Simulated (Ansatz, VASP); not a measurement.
## Two plane-wave programs on LiF

The input POSCAR:

```
LiF
1.0
    0.0000000000      2.0336720977      2.0336720977
    2.0336720977      0.0000000000      2.0336720977
    2.0336720977      2.0336720977      0.0000000000
Li F
1 1
Direct
    0.0000000000      0.0000000000      0.0000000000
    0.5000000000      0.5000000000      0.5000000000
```

File INCAR.step1:

```
PREC = Accurate
ENCUT = 520
ISMEAR = 0
SIGMA = 0.02
LREAL = F
LASPH = T
NELM = 80
NBANDS = 12
GGA = PE
ALGO = Normal
EDIFF = 1E-4
LWAVE = T
LCHARG = F
```

INCAR.step2

```
PREC = Accurate
ENCUT = 520
EDIFF = 1E-7
ISMEAR = 0
SIGMA = 0.02
LREAL = F
LASPH = T
NELM = 80
ALGO = Normal
ISIF = 2
LWAVE = F
LCHARG = F
METAGGA = R2SCAN
LMIXTAU = T
NBANDS = 12
ISTART = 1
```

File KPOINTS:

```
regular mesh
0
Gamma
  10 10 10
```

Input for Ansatz:

```yaml
crystal:
  lattice:
    - [0.0, 2.0336720977, 2.0336720977]
    - [2.0336720977, 0.0, 2.0336720977]
    - [2.0336720977, 2.0336720977, 0.0]
  atoms:
    - { symbol: Li, position: [0.0, 0.0, 0.0] }
    - { symbol: F, position: [0.5, 0.5, 0.5] }
basis:
  ecutwfc: 500
kpoints:
  mp_grid: { grid: [10, 10, 10] }
  band_path:
    path:
      - [[0.0, 0.0, 0.0], [0.5, 0.0, 0.5], [0.625, 0.25, 0.625]]
      - [[0.375, 0.375, 0.75], [0.0, 0.0, 0.0], [0.5, 0.5, 0.5], [0.5, 0.25, 0.75], [0.5, 0.0, 0.5]]
    npoints: 14
hamiltonian:
  xc: r2scan
scf:
  occupations: { method: gaussian, width: 0.02 }
  n_extra_bands: 6
output:
  forces: true
  stress: true
  eigenvalues: true
  populations: true
  dos: { projected: true, de: 0.02, nscf_kmesh: { grid: [15, 15, 15] } }
  bader: true
  write_density: true
  write_potential: true
  elf: true
  volumetric_format: npy
```

Alike in both runs: task single point; functional r2SCAN; k mesh 10 × 10 × 10; occupations gaussian, width 0.02 eV; no spin polarisation.

```csv
,VASP,Ansatz
version,VASP 6.6.1,Ansatz 0.2.0
potentials or method,"VASP PAW PBE potentials, release 64 (Li_sv, F), cutoff 520 eV","scalar-relativistic, plane waves, PAW"
valence electrons in the cell,10,10
```

```tsv
	VASP	Ansatz	Ansatz less VASP
gap on the k mesh at the Fermi level (eV)	9.98	9.79	-0.189
least direct gap on the mesh (eV)	9.98	9.79	-0.189
```

VASP's potentials were made for PBE, not for r2SCAN.

Noted on VASP's run: the cutoff is under 1.25 times that of the potentials, so the pressure is a little rough.
